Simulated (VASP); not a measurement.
# C in VASP: single point with PBE

Aim: the single point of C with PBE.

Everything below comes from runs of VASP 6.6.1. Logs are shortened: lines on timing, memory, paths and dates and some standing lists are left out, and cuts for length are marked.

**1. The cell of the first run**

The cell holds a slab with vacuum, 8 atoms: a = 2.456 Å, b = 2.456 Å, c = 25.715 Å, α = 90.00°, β = 90.00°, γ = 120.00°.

**2. Single point, PBE**

Input file INCAR:

```
ALGO = Normal
DIPOL = 0.5 0.5 0.500
EDIFF = 1E-6
ENCUT = 520
GGA = PE
IDIPOL = 3
ISIF = 2
ISMEAR = -1
LASPH = T
LCHARG = F
LDIPOL = T
LREAL = F
LWAVE = F
NBANDS = 26
NELM = 60
PREC = Accurate
SIGMA = 0.05
```

Input file KPOINTS:

```
k-points
0
Gamma
  12 12 1
```

Input file POSCAR:

```
C
1.0
    2.4560959400      0.0000000000      0.0000000000
   -1.2280479700      2.1270618200      0.0000000000
    0.0000000000      0.0000000000     25.7148879502
C
8
Direct
    0.0833794600      0.1667589200      0.2916598359
    0.4166205400      0.8332410800      0.2916598359
    0.5833794600      0.1667589200      0.4293862844
    0.9166205400      0.8332410800      0.4293862844
    0.0833794600      0.1667589200      0.5706137156
    0.4166205400      0.8332410800      0.5706137156
    0.5833794600      0.1667589200      0.7083401641
    0.9166205400      0.8332410800      0.7083401641
```

Potentials or basis: VASP PAW PBE potentials, release 64 (C).

Run with:

```
> cat potpaw_PBE.64/C/POTCAR > POTCAR
> mpirun -np 1 vasp_std > vasp.out
```

OUTCAR:

```text
EDIFF = 1E-6
   ENCUT = 520
   GGA = PE
   ISIF = 2
   ISMEAR = -1
   LASPH = T
   LREAL = F
   NELM = 60
   PREC = Accurate

 ion  position               nearest neighbor table
   1  0.083  0.167  0.292-   2 1.42   2 1.42   2 1.42
   2  0.417  0.833  0.292-   1 1.42   1 1.42   1 1.42
   3  0.583  0.167  0.429-   4 1.42   4 1.42   4 1.42
   4  0.917  0.833  0.429-   3 1.42   3 1.42   3 1.42
   5  0.083  0.167  0.571-   6 1.42   6 1.42   6 1.42
   6  0.417  0.833  0.571-   5 1.42   5 1.42   5 1.42
   7  0.583  0.167  0.708-   8 1.42   8 1.42   8 1.42
   8  0.917  0.833  0.708-   7 1.42   7 1.42   7 1.42

  LATTYP: Found a hexagonal cell.
 ALAT       =     2.4560959400
 C/A-ratio  =    10.4698222620

  Lattice vectors:

 A1 = (   2.4560959400,   0.0000000000,   0.0000000000)
 A2 = (  -1.2280479700,   2.1270618200,   0.0000000000)
 A3 = (   0.0000000000,   0.0000000000,  25.7148879502)

Analysis of symmetry for initial positions (statically):
=====================================================================
 Subroutine PRICEL returns:
 Original cell was already a primitive cell.

 Routine SETGRP: Setting up the symmetry group for a
 hexagonal supercell.

 Subroutine GETGRP returns: Found  8 space group operations
 (whereof  4 operations were pure point group operations)
 out of a pool of 24 trial point group operations.

The static configuration has the point symmetry C_2h.
 The point group associated with its full space group is D_2h.

Analysis of symmetry for dynamics (positions and initial velocities):
=====================================================================
 Subroutine PRICEL returns:
 Original cell was already a primitive cell.

 Routine SETGRP: Setting up the symmetry group for a
 hexagonal supercell.

 Subroutine GETGRP returns: Found  8 space group operations
 (whereof  4 operations were pure point group operations)
 out of a pool of 24 trial point group operations.

The dynamic configuration has the point symmetry C_2h.
 The point group associated with its full space group is D_2h.

 Subroutine INISYM returns: Found  8 space group operations
 (whereof  4 operations are pure point group operations),
 and found     1 'primitive' translations

----------------------------------------------------------------------------------------

                                     Primitive cell

  volume of cell :     134.3415

  direct lattice vectors                    reciprocal lattice vectors
     2.456095940  0.000000000  0.000000000     0.407150219  0.235066041  0.000000000
    -1.228047970  2.127061820  0.000000000     0.000000000  0.470132081  0.000000000
     0.000000000  0.000000000 25.714887950     0.000000000  0.000000000  0.038887978

  length of vectors
     2.456095940  2.456113557 25.714887950     0.470135453  0.470132081  0.038887978

  position of ions in fractional coordinates (direct lattice)
     0.083379460  0.166758920  0.291659836
     0.416620540  0.833241080  0.291659836
     0.583379460  0.166758920  0.429386284
     0.916620540  0.833241080  0.429386284
     0.083379460  0.166758920  0.570613716
     0.416620540  0.833241080  0.570613716
     0.583379460  0.166758920  0.708340164
     0.916620540  0.833241080  0.708340164

  ion indices of the primitive-cell ions
   primitive index   ion index
                 1           1
                 2           2
                 3           3
                 4           4
                 5           5
                 6           6
                 7           7
                 8           8

----------------------------------------------------------------------------------------

 KPOINTS: k-points

Automatic generation of k-mesh.
 Grid dimensions read from file:
 generate k-points for:   12   12    1

 Generating k-lattice:

  Cartesian coordinates                     Fractional coordinates (reciprocal lattice)
     0.033929185  0.019588837  0.000000000     0.083333333  0.000000000  0.000000000
     0.000000000  0.039177673  0.000000000     0.000000000  0.083333333  0.000000000
     0.000000000  0.000000000  0.038887978     0.000000000  0.000000000  1.000000000

  Length of vectors
     0.039177954  0.039177673  0.038887978

  Shift w.r.t. Gamma in fractional coordinates (k-lattice)
     0.000000000  0.000000000  0.000000000

 Subroutine IBZKPT returns following result:
 ===========================================

 Found     43 irreducible k-points:

 Following reciprocal coordinates:
            Coordinates               Weight
  0.000000  0.000000  0.000000      1.000000
  0.083333  0.000000  0.000000      4.000000
  0.000000  0.083333  0.000000      2.000000
  0.166667  0.000000  0.000000      4.000000
  0.000000  0.166667  0.000000      2.000000
  0.250000  0.000000  0.000000      4.000000
[... 16 lines left out ...]
 -0.083333  0.416667  0.000000      4.000000
 -0.416667  0.333333  0.000000      4.000000
 [... further k-points ...]
   k-points           NKPTS =     43   k-points in BZ     NKDIM =     43   number of bands    NBANDS=     26
   number of dos      NEDOS =    301   number of ions     NIONS =      8
   total plane-waves  NPLWV =  62208
   dimension x,y,z NGX =    18 NGY =   18 NGZ =  192
   dimension x,y,z NGXF=    36 NGYF=   36 NGZF=  384
   ions per type =               8
   NGX,Y,Z   is equivalent  to a cutoff of  12.18, 12.18, 12.41 a.u.
   NGXF,Y,Z  is equivalent  to a cutoff of  24.37, 24.37, 24.83 a.u.
 SYSTEM =  unknown system
   PREC   = accura    normal or accurate (medium, high low for compatibility)
   ISTART =      0    job   : 0-new  1-cont  2-samecut
   ICHARG =      2    charge: 1-file 2-atom 10-const
   ISPIN  =      1    spin polarized calculation?
   LNONCOLLINEAR =      F non collinear calculations
   LSORBIT =      F    spin-orbit coupling
   LASPH  =      T    aspherical Exc in radial PAW
   ENCUT  =  520.0 eV  38.22 Ry    6.18 a.u.   4.57  4.57 47.81*2*pi/ulx,y,z
   NELM   =     60;   NELMIN=  2; NELMDL= -5     # of ELM steps
   EDIFF  = 0.1E-05   stopping-criterion for ELM
   LREAL  =      F    real-space projection
   EDIFFG = 0.1E-04   stopping-criterion for IOM
   NSW    =      0    number of steps for IOM
   IBRION =     -1    ionic relax: 0-MD 1-quasi-New 2-CG
   NFREE  =      0    steps in history (QN), initial steepest desc. (CG)
   ISIF   =      2    stress and relaxation
   ISYM   =      2    0-nonsym 1-usesym 2-fastsym
   POTIM  = 0.5000    time-step for ionic-motion
   TEBEG  =    0.0;   TEEND  =   0.0 temperature during run
   PSTRESS=    0.0 pullay stress
   NELECT =      32.0000    total number of electrons
   NUPDOWN=      -1.0000    fix difference up-down
   EMIN   =  10.00;   EMAX   =-10.00  energy-range for DOS
   EFERMI =   0.00;   METHOD = LEGACY
   ISMEAR =    -1;   SIGMA  =   0.05  broadening in eV -4-tet -1-fermi 0-gaus
   EFERMI_NEDOS =   21; number of points for ismear=-14 and -15
   IALGO  =     38    algorithm
   IMIX   =      4    mixing-type and parameters
     AMIX     =   0.40;   BMIX     =  1.00
     AMIX_MAG =   1.60;   BMIX_MAG =  1.00
  volume/ion in A,a.u.               =      16.79       113.32
  Fermi-wavevector in a.u.,A,eV,Ry     =   1.014818  1.917728 14.012034  1.029855
  Thomas-Fermi vector in A             =   2.148068
   LORBIT       =      0    0 simple, 1 ext, 2 COOP (PROOUT), +10 PAW based schemes
   GGA     = PE    functional components
   LHFCALC =     F    Hartree Fock is set to
   AEXX    =    0.0000 exact exchange contribution
   IVDW    =     0    specifies the selected vdW correction
   LEPSILON=     F    determine dielectric tensor
   LRPA    =     F    only Hartree local field effects (RPA)
 non-spin polarized calculation
  energy-cutoff  :      520.00
  volume of cell :      134.34
 maximum number of plane-waves:      3669
   NGX =  9   NGY =  9   NGZ = 95

 number of electron      31.9999989 magnetization

 dipolmoment           0.000000      0.000000     -0.000000 electrons x Angstroem

 Free energy of the ion-electron system (eV)
  ---------------------------------------------------
  ext. energy  EPLUGINS =         0.00000000
  ---------------------------------------------------
  free energy    TOTEN  =       -73.74478638 eV

  energy without entropy =      -73.74193159  energy(sigma->0) =      -73.74335898

 E-fermi :   0.4606     XC(G=0):  -5.8051

 val. band max:        0.4079873494   @ k =   0.3333   0.3333   0.0000
 cond. band min:       0.5144313499   @ k =   0.3333   0.3333   0.0000
 fundamental gap:      0.1064440004
 Fermi energy:         0.4605928881

 k-point     1 :       0.0000    0.0000    0.0000
  band No.  band energies     occupation
      1     -19.2141      2.00000
      2     -19.1776      2.00000
      3     -19.1122      2.00000
      4     -19.0702      2.00000
      5      -7.7642      2.00000
      6      -7.4711      2.00000
[... 18 lines left out ...]
     25       8.8736      0.00000
     26       8.8765      0.00000

 k-point     2 :       0.0833    0.0000    0.0000
  band No.  band energies     occupation
      1     -19.0481      2.00000
      2     -19.0120      2.00000
      3     -18.9472      2.00000
      4     -18.9057      2.00000
      5      -7.5630      2.00000
      6      -7.2719      2.00000
[... 18 lines left out ...]
     25       8.9339      0.00000
[... 608 lines left out ...]
     25       8.9598      0.00000
     26       8.9739      0.00000

 k-point    24 :      -0.4167    0.3333    0.0000
  band No.  band energies     occupation
      1     -15.8043      2.00000
      2     -15.7765      2.00000
      3     -15.7254      2.00000
      4     -15.6926      2.00000
      5     -10.2322      2.00000
      6     -10.2162      2.00000
[... 18 lines left out ...]
     25       8.9257      0.00000
     26       8.9343      0.00000

 [... further k-points ...]

------------------------ aborting loop because EDIFF is reached ----------------------------------------

 vacuum level on the upper side and lower side of the slab       (xc-potential included)        -0.164        -0.164

  FORCE on cell =-STRESS in cart. coord.  units (eV):
  Direction    XX          YY          ZZ          XY          YZ          ZX
  --------------------------------------------------------------------------------------
  -------------------------------------------------------------------------------------
  Total        2.6341725      2.5638395      0.5269823      0.0000000      0.0000000      0.0000000
  in kB       31.4155536     30.5767513      6.2848739      0.0000000      0.0000000      0.0000000
  external PRESSURE =      22.7590596 kB  Pullay stress =       0.0000000 kB

 VOLUME and BASIS-vectors are now :
 -----------------------------------------------------------------------------
  energy-cutoff  :      520.00
  volume of cell :      134.34
      direct lattice vectors                 reciprocal lattice vectors
     2.456095940  0.000000000  0.000000000     0.407150219  0.235066041  0.000000000
    -1.228047970  2.127061820  0.000000000     0.000000000  0.470132081  0.000000000
     0.000000000  0.000000000 25.714887950     0.000000000  0.000000000  0.038887978

 POSITION                                       TOTAL-FORCE (eV/Angst)
 -----------------------------------------------------------------------------------
      0.00000      0.35471      7.50000         0.000000     -0.022980     -0.028469
     -0.00000      1.77236      7.50000        -0.000000      0.022980     -0.028469
      1.22805      0.35471     11.04162         0.000000     -0.023897      0.005921
      1.22805      1.77236     11.04162        -0.000000      0.023897      0.005921
      0.00000      0.35471     14.67327         0.000000     -0.023897     -0.005921
     -0.00000      1.77236     14.67327        -0.000000      0.023897     -0.005921
      1.22805      0.35471     18.21489         0.000000     -0.022980      0.028469
      1.22805      1.77236     18.21489        -0.000000      0.022980      0.028469
 -----------------------------------------------------------------------------------
    total drift:                                0.000000      0.000000      0.000000

  FREE ENERGIE OF THE ION-ELECTRON SYSTEM (eV)
  ---------------------------------------------------
  free  energy   TOTEN  =       -73.7447863819 eV

  energy  without entropy=      -73.7419315872  energy(sigma->0) =      -73.74335898

 vacuum level on the upper side and lower side of the slab         4.601         4.601
```

Wall time 2.8 min (1 thread of Intel Xeon Platinum 8488C (Sapphire Rapids), shared host); peak memory 0.28 GiB.

Results:

- Free energy: -73.7448 eV
- Largest force: 0.037 eV/Å

Forces in eV/Å, atoms in the order of the input:
```
C    0.000 -0.023 -0.028
C    0.000  0.023 -0.028
C    0.000 -0.024  0.006
C    0.000  0.024  0.006
C    0.000 -0.024 -0.006
C    0.000  0.024 -0.006
C    0.000 -0.023  0.028
C    0.000  0.023  0.028
```
